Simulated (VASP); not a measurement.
# Fe (Im-3m) in VASP: notebook

Runs on Fe. Level: BLYP. Tasks: single point, relaxation of cell and atoms.

Program: VASP 6.6.1. These are calculated values, not measurements. Logs are shortened: lines on timing, memory, paths and dates and some standing lists are left out, and cuts for length are marked.

## (1) The cell of the first run

It takes space group Im-3m (No. 229, cubic). Conventional cell: a = 2.799 Å, b = 2.799 Å, c = 2.799 Å, α = 90.00°, β = 90.00°, γ = 90.00°. Fe (site symmetry m-3m) has 14 Fe at 2.42 to 2.80 Å within 3.2 Å.

## (2) Single point, BLYP

INCAR

```
SYSTEM = Fe
AGGAC = 1.0
AGGAX = 1.0
ALDAC = 0.0
ALDAX = 1.0
ALGO = Normal
EDIFF = 1E-6
ENCUT = 520
GGA = B5
ISIF = 2
ISMEAR = -1
LASPH = .True.
LCHARG = .False.
LREAL = .False.
LWAVE = .False.
NBANDS = 10
NELM = 100
PREC = Accurate
SIGMA = 0.1
```

KPOINTS

```
k-points
0
Gamma
  15 15 15
  0 0 0
```

POSCAR

```
Fe
1.0
   -1.3997115493      1.3997115493      1.3997115493
    1.3997115493     -1.3997115493      1.3997115493
    1.3997115493      1.3997115493     -1.3997115493
Fe
1
Direct
    0.0000000000      0.0000000000      0.0000000000
```

Potentials or basis: VASP PAW PBE potentials, release 64 (Fe).

Started as:

```bash
$ cat potpaw_PBE.64/Fe/POTCAR > POTCAR
$ mpirun -np 1 vasp_std > vasp.out
```

OUTCAR:

```text
SYSTEM = Fe
   EDIFF = 1E-6
   ENCUT = 520
   GGA = B5
   ISIF = 2
   ISMEAR = -1
   LASPH = .True.
   LREAL = .False.
   NELM = 100
   PREC = Accurate

 ion  position               nearest neighbor table
   1  0.000  0.000  0.000-

  LATTYP: Found a body centered cubic cell.
 ALAT       =     2.7994230986

  Lattice vectors:

 A1 = (  -1.3997115493,   1.3997115493,   1.3997115493)
 A2 = (   1.3997115493,  -1.3997115493,   1.3997115493)
 A3 = (   1.3997115493,   1.3997115493,  -1.3997115493)

Analysis of symmetry for initial positions (statically):
=====================================================================
 Subroutine PRICEL returns:
 Original cell was already a primitive cell.

 Routine SETGRP: Setting up the symmetry group for a
 body centered cubic supercell.

 Subroutine GETGRP returns: Found 48 space group operations
 (whereof 48 operations were pure point group operations)
 out of a pool of 48 trial point group operations.

The static configuration has the point symmetry O_h .

Analysis of symmetry for dynamics (positions and initial velocities):
=====================================================================
 Subroutine PRICEL returns:
 Original cell was already a primitive cell.

 Routine SETGRP: Setting up the symmetry group for a
 body centered cubic supercell.

 Subroutine GETGRP returns: Found 48 space group operations
 (whereof 48 operations were pure point group operations)
 out of a pool of 48 trial point group operations.

The dynamic configuration has the point symmetry O_h .

 Subroutine INISYM returns: Found 48 space group operations
 (whereof 48 operations are pure point group operations),
 and found     1 'primitive' translations

----------------------------------------------------------------------------------------

                                     Primitive cell

  volume of cell :      10.9692

  direct lattice vectors                    reciprocal lattice vectors
    -1.399711549  1.399711549  1.399711549     0.000000000  0.357216457  0.357216457
     1.399711549 -1.399711549  1.399711549     0.357216457  0.000000000  0.357216457
     1.399711549  1.399711549 -1.399711549     0.357216457  0.357216457  0.000000000

  length of vectors
     2.424371519  2.424371519  2.424371519     0.505180358  0.505180358  0.505180358

  position of ions in fractional coordinates (direct lattice)
     0.000000000  0.000000000  0.000000000
[... 79 lines left out ...]
   NSW    =      0    number of steps for IOM
   IBRION =     -1    ionic relax: 0-MD 1-quasi-New 2-CG
   NFREE  =      0    steps in history (QN), initial steepest desc. (CG)
   ISIF   =      2    stress and relaxation
   ISYM   =      2    0-nonsym 1-usesym 2-fastsym
   POTIM  = 0.5000    time-step for ionic-motion
   TEBEG  =    0.0;   TEEND  =   0.0 temperature during run
   PSTRESS=    0.0 pullay stress
   NELECT =       8.0000    total number of electrons
   NUPDOWN=      -1.0000    fix difference up-down
   EMIN   =  10.00;   EMAX   =-10.00  energy-range for DOS
   EFERMI =   0.00;   METHOD = LEGACY
   ISMEAR =    -1;   SIGMA  =   0.10  broadening in eV -4-tet -1-fermi 0-gaus
   EFERMI_NEDOS =   21; number of points for ismear=-14 and -15
   IALGO  =     38    algorithm
   IMIX   =      4    mixing-type and parameters
     AMIX     =   0.40;   BMIX     =  1.00
     AMIX_MAG =   1.60;   BMIX_MAG =  1.00
  volume/ion in A,a.u.               =      10.97        74.02
  Fermi-wavevector in a.u.,A,eV,Ry     =   1.473600  2.784700 29.545010  2.171497
  Thomas-Fermi vector in A             =   2.588473
   LORBIT       =      0    0 simple, 1 ext, 2 COOP (PROOUT), +10 PAW based schemes
   GGA     = B5    functional components
   LHFCALC =     F    Hartree Fock is set to
   AEXX    =    0.0000 exact exchange contribution
   IVDW    =     0    specifies the selected vdW correction
   LEPSILON=     F    determine dielectric tensor
   LRPA    =     F    only Hartree local field effects (RPA)
 non-spin polarized calculation
  energy-cutoff  :      520.00
  volume of cell :       10.97
 maximum number of plane-waves:       321
 NGX is ok and might be reduce to    18

 number of electron       8.0000006 magnetization

 Free energy of the ion-electron system (eV)
  ---------------------------------------------------
  ext. energy  EPLUGINS =         0.00000000
  ---------------------------------------------------
  free energy    TOTEN  =        -6.74456150 eV

  energy without entropy =       -6.63383183  energy(sigma->0) =       -6.68919667

 E-fermi :   6.7251     XC(G=0): -12.7373

 val. band max:        6.7219904294   @ k =   0.0667   0.0667   0.0000
 cond. band min:       6.7359106811   @ k =   0.2000   0.1333   0.1333
 fundamental gap:      0.0139202517
 Fermi energy:         6.7250927556

 k-point     1 :       0.0000    0.0000    0.0000
  band No.  band energies     occupation
      1      -1.7138      2.00000
      2       5.0248      2.00000
      3       5.0248      2.00000
      4       5.0248      2.00000
      5       6.6989      1.13000
      6       6.6989      1.12999
      7      32.2764      0.00000
      8      32.2764      0.00000
      9      32.2764      0.00000
     10      37.7632      0.00000
[... 287 lines left out ...]
 k-point    24 :       0.4000    0.2000    0.0000
  band No.  band energies     occupation
      1       2.9180      2.00000
      2       3.9183      2.00000
      3       5.0132      2.00000
      4       6.6419      1.39338
      5       7.1426      0.03029
      6      11.2562      0.00000
      7      15.0758      0.00000
      8      20.1611      0.00000
      9      26.6775      0.00000
     10      33.7785      0.00000

 [... further k-points ...]

------------------------ aborting loop because EDIFF is reached ----------------------------------------

  FORCE on cell =-STRESS in cart. coord.  units (eV):
  Direction    XX          YY          ZZ          XY          YZ          ZX
  --------------------------------------------------------------------------------------
  -------------------------------------------------------------------------------------
  Total        0.0080236      0.0080236      0.0080236      0.0000000      0.0000000      0.0000000
  in kB        1.1719332      1.1719332      1.1719332      0.0000000      0.0000000      0.0000000
  external PRESSURE =       1.1719332 kB  Pullay stress =       0.0000000 kB

 VOLUME and BASIS-vectors are now :
 -----------------------------------------------------------------------------
  energy-cutoff  :      520.00
  volume of cell :       10.97
      direct lattice vectors                 reciprocal lattice vectors
    -1.399711549  1.399711549  1.399711549     0.000000000  0.357216457  0.357216457
     1.399711549 -1.399711549  1.399711549     0.357216457  0.000000000  0.357216457
     1.399711549  1.399711549 -1.399711549     0.357216457  0.357216457  0.000000000

 POSITION                                       TOTAL-FORCE (eV/Angst)
 -----------------------------------------------------------------------------------
      0.00000      0.00000      0.00000         0.000000     -0.000000      0.000000
 -----------------------------------------------------------------------------------
    total drift:                                0.000000     -0.000000      0.000000

  FREE ENERGIE OF THE ION-ELECTRON SYSTEM (eV)
  ---------------------------------------------------
  free  energy   TOTEN  =        -6.7445614974 eV

  energy  without entropy=       -6.6338318326  energy(sigma->0) =       -6.68919667
```

Wall time 17 s (1 thread of AMD EPYC 7R13, shared host); peak memory 0.1 GiB.

Results:

| Property | Result |
| --- | --- |
| Free energy | -6.7446 eV |
| Pressure | 0.1 GPa |
| Band gap on the k mesh | zero (band 4 reaches 7.61 eV, above the bottom of band 5 at 5.84 eV) |

Caveat: the PAW data sets were made with another functional, which shifts forces and pressure a little; the run has no spin polarisation, though such a crystal can be magnetic.

## (3) Relaxation of cell and atoms, BLYP

This run uses another cell than the first one, of 11.78 Å³/atom, 1.074 times its volume.

INCAR

```
AGGAC = 1.0 ; AGGAX = 1.0
ALDAC = 0.0 ; ALDAX = 1.0
ALGO = Normal ; EDIFF = 1E-7
EDIFFG = -0.01 ; ENCUT = 600
GGA = B5 ; IBRION = 2
ISIF = 3 ; ISMEAR = -1
LASPH = True ; LCHARG = False
LREAL = False ; LWAVE = False
NELM = 100 ; NSW = 80
PREC = Accurate ; SIGMA = 0.1
```

KPOINTS

```
k-points
0
Gamma
  15 15 15
```

POSCAR

```
Fe
1.0
   -1.4332500000      1.4332500000      1.4332500000
    1.4332500000     -1.4332500000      1.4332500000
    1.4332500000      1.4332500000     -1.4332500000
Fe
1
Direct
    0.0000000000      0.0000000000      0.0000000000
```

Potentials or basis: VASP PAW PBE potentials, release 64 (Fe).

Started as:

```bash
$ cat potpaw_PBE.64/Fe/POTCAR > POTCAR
$ mpirun -np 1 vasp_std > vasp.out
```

It took 58 s on 1 thread of AMD EPYC 7R13, shared host; peak memory 0.11 GiB.

Results (log left out):

| Property | Result |
| --- | --- |
| Free energy | -6.7451 eV |
| Relaxed volume | 10.97 Å³/atom |
| Relaxed cell | a = 2.424 Å, b = 2.424 Å, c = 2.424 Å, α = 109.47°, β = 109.47°, γ = 109.47° |
| Space group after relaxing (to 0.05 Å) | Im-3m (No. 229) |
| Energy gained by relaxing | 37.5 meV/atom |
| Ionic steps | 4 |
| Pressure after relaxing | 0.0 GPa |
| Band gap on the k mesh | zero (band 4 reaches 7.61 eV, above the bottom of band 5 at 5.84 eV) |

Step by step:
| step | energy change (eV) | largest force (eV/Å) | pressure (GPa) | volume (Å³) |
| --- | --- | --- | --- | --- |
| 1 | 0.0000 | 0.0000 | -13.88 | 11.78 |
| 2 | 0.0178 | 0.0000 | 22.57 | 10.12 |
| 3 | -0.0375 | 0.0000 | -0.28 | 10.98 |
| 4 | -0.0375 | 0.0000 | 0.04 | 10.97 |

Final structure:
```
CELL_PARAMETERS angstrom
-1.39963 1.39963 1.39963
1.39963 -1.39963 1.39963
1.39963 1.39963 -1.39963
ATOMIC_POSITIONS crystal
Fe 0.00000 0.00000 0.00000
```

Levels at points of the mesh, in eV from the Fermi level:
```
           k point  band 2  band 3  band 4  band 5  band 6  band 7
(0.00, 0.00, 0.00)   -1.70   -1.70   -1.70   -0.03   -0.03   25.55
```

Caveat: the PAW data sets were made with another functional, which shifts forces and pressure a little; the run has no spin polarisation, though such a crystal can be magnetic.

## (4) Single point, BLYP, collinear spin, ferromagnetic start

This run uses another cell than the first one, of 11.88 Å³/atom, 1.083 times its volume.

INCAR

```
PREC = Accurate
ENCUT = 520
EDIFF = 1E-6
ISMEAR = -1
SIGMA = 0.05
LREAL = F
LASPH = T
NELM = 150
ALGO = Normal
ISIF = 2
LWAVE = F
LCHARG = F
ISPIN = 2
MAGMOM = 2.5
LORBIT = 11
LMAXMIX = 4
GGA = B5
ALDAX = 1.0
AGGAX = 1.0
AGGAC = 1.0
ALDAC = 0.0
NBANDS = 14
```

KPOINTS

```
Automatic mesh
0
Gamma
  15 15 15
```

POSCAR

```
Fe
1.0
   -1.4374723438      1.4374723438      1.4374723438
    1.4374723438     -1.4374723438      1.4374723438
    1.4374723438      1.4374723438     -1.4374723438
Fe
1
Direct
    0.0000000000      0.0000000000      0.0000000000
```

Started as:

```bash
$ cat potpaw_PBE.64/Fe/POTCAR > POTCAR
$ mpirun -np 1 vasp_std > vasp.out
```

Wall time 18 s (1 thread of Intel Xeon 6975P-C (Granite Rapids), shared host); peak memory 0.15 GiB.

The run converged. Its results:

- Free energy: -7.1851 eV
- Pressure: 0.3 GPa
- Net moment: 2.25 μB per cell
- Site moments: Fe +2.25 μB
- Valence electrons inside the program's atomic spheres: Fe 7.22

Levels at points of the mesh, in eV from the Fermi level:
Spin up:
```csv
k point,band 2,band 3,band 4,band 5,band 6,band 7,band 8,band 9
"(0.00, 0.00, 0.00)",-2.23,-2.23,-2.23,-1.07,-1.07,24.85,24.85,24.85
```
Spin down:
| k point | band 1 | band 2 | band 3 | band 4 | band 5 | band 6 | band 7 | band 8 |
| --- | --- | --- | --- | --- | --- | --- | --- | --- |
| (0.00, 0.00, 0.00) | -7.86 | -0.35 | -0.35 | -0.35 | 1.62 | 1.62 | 24.63 | 24.63 |

Caveat: the PAW data sets were made with another functional, which shifts forces and pressure a little.

## (5) Single point, BLYP, collinear spin, antiferromagnetic start

This run uses another cell than the first one: it holds 2 atoms, not 1.

INCAR

```
PREC = Accurate ; ENCUT = 520
EDIFF = 1E-6 ; ISMEAR = -1
SIGMA = 0.05 ; LREAL = F
LASPH = T ; NELM = 150
ALGO = Normal ; ISIF = 2
LWAVE = F ; LCHARG = F
ISPIN = 2 ; MAGMOM = 2.5 -2.5
LORBIT = 11 ; LMAXMIX = 4
GGA = B5 ; ALDAX = 1.0
AGGAX = 1.0 ; AGGAC = 1.0
ALDAC = 0.0 ; NBANDS = 19
```

KPOINTS

```
Automatic mesh
0
Gamma
  11 11 11
```

POSCAR

```
Fe
1.0
    2.8389615403      0.0000000000      0.0000000000
    0.0000000000      2.8389615403      0.0000000000
    0.0000000000      0.0000000000      2.8389615403
Fe
2
Direct
    0.0000000000      0.0000000000      0.0000000000
    0.5000000000      0.5000000000      0.5000000000
```

Started as:

```bash
$ cat potpaw_PBE.64/Fe/POTCAR > POTCAR
$ mpirun -np 1 vasp_std > vasp.out
```

Wall time 21 s (1 thread of Intel Xeon 6975P-C (Granite Rapids), shared host); peak memory 0.17 GiB.

The run converged. Its results:

```yaml
Free_energy: -13.5106 eV
Pressure: 0.1 GPa
Band_gap_on_the_k_mesh: zero (filled and empty bands overlap)
Net_moment: 0.00 μB per cell
Site_moments: Fe +1.38, -1.38 μB
Valence_electrons_inside_the_program's_atomic_spheres: Fe 7.30
```

Levels at points of the mesh, in eV from the Fermi level:
Spin up:
```tsv
k point	band 5	band 6	band 7	band 8	band 9	band 10	band 11	band 12
(0.00, 0.00, 0.00)	-1.76	-1.76	0.08	0.08	0.97	0.97	0.97	9.92
```
Spin down:
```tsv
k point	band 5	band 6	band 7	band 8	band 9	band 10	band 11	band 12
(0.00, 0.00, 0.00)	-1.76	-1.76	0.08	0.08	0.97	0.97	0.97	9.92
```

Caveat: the PAW data sets were made with another functional, which shifts forces and pressure a little.

(Part 1 of 2 ends here.)
